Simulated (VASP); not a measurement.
# Ge (Cmcm) in VASP: further runs

The runs below take Ge through single point, with LDA.

All numbers are computed with VASP 6.6.1; they aren't measurements. Logs are shortened: lines on timing, memory, paths and dates and some standing lists are left out, and cuts for length are marked.

## (1) The cell of the first run

Symmetry: Cmcm, No. 63, orthorhombic system. The conventional cell has a = 2.978 Å, b = 5.193 Å, c = 4.642 Å, α = 90.00°, β = 90.00°, γ = 90.00°. Within 3.8 Å of Ge (site symmetry m2m) lie 12 Ge at 2.89 to 2.99 Å.

## (2) Single point, LDA

The input, INCAR:

```
PREC = Accurate ; ENCUT = 520
EDIFF = 1E-6 ; ISMEAR = -1
SIGMA = 0.1 ; LREAL = False
LASPH = True ; NELM = 100
ALGO = Normal ; ISIF = 2
LWAVE = False ; LCHARG = False
GGA = CA ; NBANDS = 21
```

The input, KPOINTS:

```
Automatic mesh
0
Gamma
  12 12 7
```

The input, POSCAR:

```
Ge
1.0
    1.4890077608     -2.5963547985      0.0000000000
    1.4890077608      2.5963547985      0.0000000000
    0.0000000000      0.0000000000      4.6416929230
Ge
2
Direct
    0.6659498163      0.3340501837      0.2500000000
    0.3340501837      0.6659498163      0.7500000000
```

Potentials or basis: VASP PAW LDA potentials, release 64 (Ge_d).

Command:

```sh
$ cat potpaw_LDA.64/Ge_d/POTCAR > POTCAR
$ mpirun -np 1 vasp_std > vasp.out
```

OUTCAR:

```text
PREC = Accurate
   ENCUT = 520
   EDIFF = 1E-6
   ISMEAR = -1
   LREAL = False
   LASPH = True
   NELM = 100
   ISIF = 2
   GGA = CA

 ion  position               nearest neighbor table
   1  0.666  0.334  0.250-   2 2.89   2 2.89   2 2.89   2 2.89   2 2.89   2 2.89
   2  0.334  0.666  0.750-   1 2.89   1 2.89   1 2.89   1 2.89   1 2.89   1 2.89

  LATTYP: Found a base centered orthorhombic cell.
 ALAT       =     2.9780155216
 B/A-ratio  =     1.7436811727
 C/A-ratio  =     1.5586530323

  Lattice vectors:

 A1 = (   1.4890077608,  -2.5963547985,   0.0000000000)
 A2 = (   1.4890077608,   2.5963547985,   0.0000000000)
 A3 = (   0.0000000000,   0.0000000000,   4.6416929230)

Analysis of symmetry for initial positions (statically):
=====================================================================
 Subroutine PRICEL returns:
 Original cell was already a primitive cell.

 Routine SETGRP: Setting up the symmetry group for a
 base centered orthorhombic supercell.

 Subroutine GETGRP returns: Found  8 space group operations
 (whereof  4 operations were pure point group operations)
 out of a pool of  8 trial point group operations.

The static configuration has the point symmetry C_2h.
 The point group associated with its full space group is D_2h.

Analysis of symmetry for dynamics (positions and initial velocities):
=====================================================================
 Subroutine PRICEL returns:
 Original cell was already a primitive cell.

 Routine SETGRP: Setting up the symmetry group for a
 base centered orthorhombic supercell.

 Subroutine GETGRP returns: Found  8 space group operations
 (whereof  4 operations were pure point group operations)
 out of a pool of  8 trial point group operations.

The dynamic configuration has the point symmetry C_2h.
 The point group associated with its full space group is D_2h.

 Subroutine INISYM returns: Found  8 space group operations
 (whereof  4 operations are pure point group operations),
 and found     1 'primitive' translations

----------------------------------------------------------------------------------------

                                     Primitive cell

  volume of cell :      35.8895

  direct lattice vectors                    reciprocal lattice vectors
     1.489007761 -2.596354799  0.000000000     0.335794086 -0.192577686  0.000000000
     1.489007761  2.596354799  0.000000000     0.335794086  0.192577686  0.000000000
     0.000000000  0.000000000  4.641692923     0.000000000  0.000000000  0.215438638

  length of vectors
     2.993025618  2.993025618  4.641692923     0.387096672  0.387096672  0.215438638

  position of ions in fractional coordinates (direct lattice)
     0.665949816  0.334050184  0.250000000
     0.334050184  0.665949816  0.750000000

  ion indices of the primitive-cell ions
   primitive index   ion index
                 1           1
                 2           2

----------------------------------------------------------------------------------------

 KPOINTS: Automatic mesh

Automatic generation of k-mesh.
 Grid dimensions read from file:
 generate k-points for:   12   12    7

 Generating k-lattice:

  Cartesian coordinates                     Fractional coordinates (reciprocal lattice)
     0.027982840 -0.016048141  0.000000000     0.083333333  0.000000000  0.000000000
     0.027982840  0.016048141  0.000000000     0.000000000  0.083333333  0.000000000
     0.000000000  0.000000000  0.030776948     0.000000000  0.000000000  0.142857143

  Length of vectors
     0.032258056  0.032258056  0.030776948

  Shift w.r.t. Gamma in fractional coordinates (k-lattice)
     0.000000000  0.000000000  0.000000000

 Subroutine IBZKPT returns following result:
 ===========================================

 Found    172 irreducible k-points:

 Following reciprocal coordinates:
            Coordinates               Weight
  0.000000  0.000000  0.000000      1.000000
  0.083333  0.000000  0.000000      4.000000
  0.166667  0.000000  0.000000      4.000000
  0.250000  0.000000  0.000000      4.000000
  0.333333  0.000000  0.000000      4.000000
  0.416667  0.000000  0.000000      4.000000
[... 16 lines left out ...]
  0.500000  0.166667  0.000000      4.000000
 -0.416667  0.166667  0.000000      4.000000
 [... further k-points ...]
   k-points           NKPTS =    172   k-points in BZ     NKDIM =    172   number of bands    NBANDS=     21
   number of dos      NEDOS =    301   number of ions     NIONS =      2
   total plane-waves  NPLWV =  20736
   dimension x,y,z NGX =    24 NGY =   24 NGZ =   36
   dimension x,y,z NGXF=    48 NGYF=   48 NGZF=   72
   ions per type =               2
   NGX,Y,Z   is equivalent  to a cutoff of  13.33, 13.33, 12.89 a.u.
   NGXF,Y,Z  is equivalent  to a cutoff of  26.66, 26.66, 25.79 a.u.
 SYSTEM =  unknown system
   PREC   = accura    normal or accurate (medium, high low for compatibility)
   ISTART =      0    job   : 0-new  1-cont  2-samecut
   ICHARG =      2    charge: 1-file 2-atom 10-const
   ISPIN  =      1    spin polarized calculation?
   LNONCOLLINEAR =      F non collinear calculations
   LSORBIT =      F    spin-orbit coupling
   LASPH  =      T    aspherical Exc in radial PAW
   ENCUT  =  520.0 eV  38.22 Ry    6.18 a.u.   5.57  5.57  8.63*2*pi/ulx,y,z
   NELM   =    100;   NELMIN=  2; NELMDL= -5     # of ELM steps
   EDIFF  = 0.1E-05   stopping-criterion for ELM
   LREAL  =      F    real-space projection
   EDIFFG = 0.1E-04   stopping-criterion for IOM
   NSW    =      0    number of steps for IOM
   IBRION =     -1    ionic relax: 0-MD 1-quasi-New 2-CG
   NFREE  =      0    steps in history (QN), initial steepest desc. (CG)
   ISIF   =      2    stress and relaxation
   ISYM   =      2    0-nonsym 1-usesym 2-fastsym
   POTIM  = 0.5000    time-step for ionic-motion
   TEBEG  =    0.0;   TEEND  =   0.0 temperature during run
   PSTRESS=    0.0 pullay stress
   NELECT =      28.0000    total number of electrons
   NUPDOWN=      -1.0000    fix difference up-down
   EMIN   =  10.00;   EMAX   =-10.00  energy-range for DOS
   EFERMI =   0.00;   METHOD = LEGACY
   ISMEAR =    -1;   SIGMA  =   0.10  broadening in eV -4-tet -1-fermi 0-gaus
   EFERMI_NEDOS =   21; number of points for ismear=-14 and -15
   IALGO  =     38    algorithm
   IMIX   =      4    mixing-type and parameters
     AMIX     =   0.40;   BMIX     =  1.00
     AMIX_MAG =   1.60;   BMIX_MAG =  1.00
  volume/ion in A,a.u.               =      17.94       121.10
  Fermi-wavevector in a.u.,A,eV,Ry     =   1.507087  2.847982 30.903072  2.271312
  Thomas-Fermi vector in A             =   2.617719
   LORBIT       =      0    0 simple, 1 ext, 2 COOP (PROOUT), +10 PAW based schemes
   GGA     = CA    functional components
   LHFCALC =     F    Hartree Fock is set to
   AEXX    =    0.0000 exact exchange contribution
   IVDW    =     0    specifies the selected vdW correction
   LEPSILON=     F    determine dielectric tensor
   LRPA    =     F    only Hartree local field effects (RPA)
 non-spin polarized calculation
  energy-cutoff  :      520.00
  volume of cell :       35.89
 maximum number of plane-waves:      1004
 NGX is ok and might be reduce to    24
   NGX = 11   NGY = 11   NGZ = 17

 number of electron      28.0000019 magnetization

 Free energy of the ion-electron system (eV)
  ---------------------------------------------------
  ext. energy  EPLUGINS =         0.00000000
  ---------------------------------------------------
  free energy    TOTEN  =        -9.79036786 eV

  energy without entropy =       -9.76326988  energy(sigma->0) =       -9.77681887

 E-fermi :   7.1015     XC(G=0): -11.8329

 val. band max:        7.0927537885   @ k =   0.5000   0.1667   0.4286
 cond. band min:       7.1024086822   @ k =  -0.3333   0.0833   0.4286
 fundamental gap:      0.0096548937
 Fermi energy:         7.1014556737

 k-point     1 :       0.0000    0.0000    0.0000
  band No.  band energies     occupation
      1     -17.7725      2.00000
      2     -17.7617      2.00000
      3     -17.7577      2.00000
      4     -17.7539      2.00000
      5     -17.7507      2.00000
      6     -17.7481      2.00000
[... 13 lines left out ...]
     20      19.9069      0.00000
     21      21.1843      0.00000

 k-point     2 :       0.0833    0.0000    0.0000
  band No.  band energies     occupation
      1     -17.7737      2.00000
      2     -17.7644      2.00000
      3     -17.7546      2.00000
      4     -17.7465      2.00000
      5     -17.7463      2.00000
      6     -17.7453      2.00000
[... 13 lines left out ...]
     20      19.6926      0.00000
     21      21.2008      0.00000

 k-point     3 :       0.1667    0.0000    0.0000
  band No.  band energies     occupation
      1     -17.7852      2.00000
      2     -17.7614      2.00000
      3     -17.7532      2.00000
      4     -17.7517      2.00000
      5     -17.7409      2.00000
      6     -17.7383      2.00000
[... 13 lines left out ...]
     20      20.6839      0.00000
     21      21.1654      0.00000

 k-point     4 :       0.2500    0.0000    0.0000
  band No.  band energies     occupation
      1     -17.8002      2.00000
      2     -17.7639      2.00000
      3     -17.7614      2.00000
      4     -17.7584      2.00000
      5     -17.7322      2.00000
      6     -17.7162      2.00000
[... 13 lines left out ...]
     20      19.5887      0.00000
     21      21.0452      0.00000

 k-point     5 :       0.3333    0.0000    0.0000
  band No.  band energies     occupation
      1     -17.8140      2.00000
      2     -17.7768      2.00000
      3     -17.7696      2.00000
      4     -17.7592      2.00000
      5     -17.7211      2.00000
      6     -17.6974      2.00000
[... 13 lines left out ...]
     20      18.8773      0.00000
     21      20.3783      0.00000
[... 382 lines left out ...]
     20      17.6596      0.00000
     21      23.2943      0.00000

 k-point    22 :       0.4167    0.1667    0.0000
  band No.  band energies     occupation
      1     -17.8059      2.00000
      2     -17.8008      2.00000
      3     -17.7590      2.00000
      4     -17.7478      2.00000
      5     -17.7147      2.00000
      6     -17.7095      2.00000
[... 13 lines left out ...]
     20      17.5386      0.00000
     21      23.6136      0.00000

 k-point    23 :       0.5000    0.1667    0.0000
  band No.  band energies     occupation
      1     -17.8016      2.00000
      2     -17.7979      2.00000
      3     -17.7593      2.00000
      4     -17.7522      2.00000
      5     -17.7144      2.00000
      6     -17.7112      2.00000
[... 13 lines left out ...]
     20      17.7035      0.00000
     21      23.4063      0.00000

 k-point    24 :      -0.4167    0.1667    0.0000
  band No.  band energies     occupation
      1     -17.7904      2.00000
      2     -17.7899      2.00000
      3     -17.7651      2.00000
      4     -17.7594      2.00000
      5     -17.7202      2.00000
      6     -17.7023      2.00000
[... 13 lines left out ...]
     20      18.1429      0.00000
     21      21.6165      0.00000

 [... further k-points ...]

------------------------ aborting loop because EDIFF is reached ----------------------------------------

  FORCE on cell =-STRESS in cart. coord.  units (eV):
  Direction    XX          YY          ZZ          XY          YZ          ZX
  --------------------------------------------------------------------------------------
  -------------------------------------------------------------------------------------
  Total       -0.0211890      0.0078654     -0.0177181      0.0000000     -0.0000000      0.0000000
  in kB       -0.9459199      0.3511254     -0.7909727      0.0000000     -0.0000000      0.0000000
  external PRESSURE =      -0.4619224 kB  Pullay stress =       0.0000000 kB

 VOLUME and BASIS-vectors are now :
 -----------------------------------------------------------------------------
  energy-cutoff  :      520.00
  volume of cell :       35.89
      direct lattice vectors                 reciprocal lattice vectors
     1.489007761 -2.596354799  0.000000000     0.335794086 -0.192577686  0.000000000
     1.489007761  2.596354799  0.000000000     0.335794086  0.192577686  0.000000000
     0.000000000  0.000000000  4.641692923     0.000000000  0.000000000  0.215438638

 POSITION                                       TOTAL-FORCE (eV/Angst)
 -----------------------------------------------------------------------------------
      1.48901     -0.86173      1.16042         0.000000      0.005297      0.000000
      1.48901      0.86173      3.48127         0.000000     -0.005297      0.000000
 -----------------------------------------------------------------------------------
    total drift:                                0.000000      0.000000      0.000000

  FREE ENERGIE OF THE ION-ELECTRON SYSTEM (eV)
  ---------------------------------------------------
  free  energy   TOTEN  =        -9.7903678566 eV

  energy  without entropy=       -9.7632698843  energy(sigma->0) =       -9.77681887
```

It took 80 s on 1 thread of Intel Xeon Platinum 8259CL at 2.50GHz (Skylake/Cascade Lake), shared host; peak memory 0.21 GiB.

What came out:

```
Free energy            : -9.7904 eV
Pressure               : 0.0 GPa
Largest force          : 0.005 eV/Å
Band gap on the k mesh : zero (band 14 reaches 13.52 eV, above the bottom of band 15 at 4.11 eV)
```

Forces in eV/Å, atoms in the order of the input:
```
Ge   0.000  0.005  0.000
Ge   0.000 -0.005  0.000
```

Levels at points of the mesh, in eV from the Fermi level:
| k point | band 12 | band 13 | band 14 | band 15 | band 16 | band 17 |
| --- | --- | --- | --- | --- | --- | --- |
| (0.00, 0.00, 0.00) | -7.43 | -5.65 | 6.22 | 6.35 | 8.43 | 8.51 |
| (0.50, 0.00, 0.00) | -7.36 | -2.28 | -1.23 | -1.04 | 1.37 | 2.11 |
| (0.50, 0.50, 0.00) | -7.43 | -2.31 | -1.26 | -1.08 | 1.30 | 2.26 |

## (3) Single point, LDA

This run uses another cell than the first one, of 18.25 Å³/atom, 1.017 times its volume.

The input, INCAR:

```
SYSTEM = Ge
PREC = Accurate
ENCUT = 520
EDIFF = 1E-6
ISMEAR = -1
SIGMA = 0.1
LREAL = .FALSE.
LASPH = .TRUE.
NELM = 80
ALGO = Normal
ISIF = 2
LWAVE = .FALSE.
LCHARG = .TRUE.
GGA = CA
LELF = .TRUE.
LVHAR = .TRUE.
NBANDS = 21
```

The input, KPOINTS:

```
regular mesh
0
G
  12 12 7
  0 0 0
```

The input, POSCAR:

```
Ge
1.0
    1.4880530000     -2.5946900000      0.0000000000
    1.4880530000      2.5946900000      0.0000000000
    0.0000000000      0.0000000000      4.7275960000
Ge
2
Direct
    0.6665530000      0.3334470000      0.2500000000
    0.3334470000      0.6665530000      0.7500000000
```

Potentials or basis: VASP PAW LDA potentials, release 64 (Ge_d).

Command:

```sh
$ cat potpaw_LDA.64/Ge_d/POTCAR > POTCAR
$ mpirun -np 1 vasp_std > vasp.out
```

Wall time 71 s (1 thread of Intel Xeon Platinum 8259CL at 2.50GHz (Skylake/Cascade Lake), shared host); peak memory 0.21 GiB.

The run converged. Its results:

```
Free energy            : -9.7854 eV
Pressure               : -1.4 GPa
Largest force          : 0.004 eV/Å
Band gap on the k mesh : zero (band 14 reaches 13.40 eV, above the bottom of band 15 at 4.00 eV)
```

Forces on the atoms (eV/Å):
```
Ge   0.000  0.004  0.000
Ge   0.000 -0.004  0.000
```

Stress tensor (GPa, compression positive):
```
-0.83  0.00  0.00
 0.00 -0.75  0.00
 0.00  0.00 -2.66
```

Levels at points of the mesh, in eV from the Fermi level:
```csv
k point,band 10,band 11,band 12,band 13,band 14,band 15,band 16,band 17,band 18,band 19
"(0.00, 0.00, 0.00)",-24.76,-13.49,-7.65,-5.62,6.39,6.50,8.47,8.58,9.84,11.33
"(0.50, 0.00, 0.00)",-24.75,-8.59,-7.24,-2.45,-1.40,-1.00,1.35,2.28,6.40,6.98
"(0.50, 0.50, 0.00)",-24.75,-8.66,-7.28,-2.48,-1.42,-1.06,1.32,2.43,6.54,7.13
```
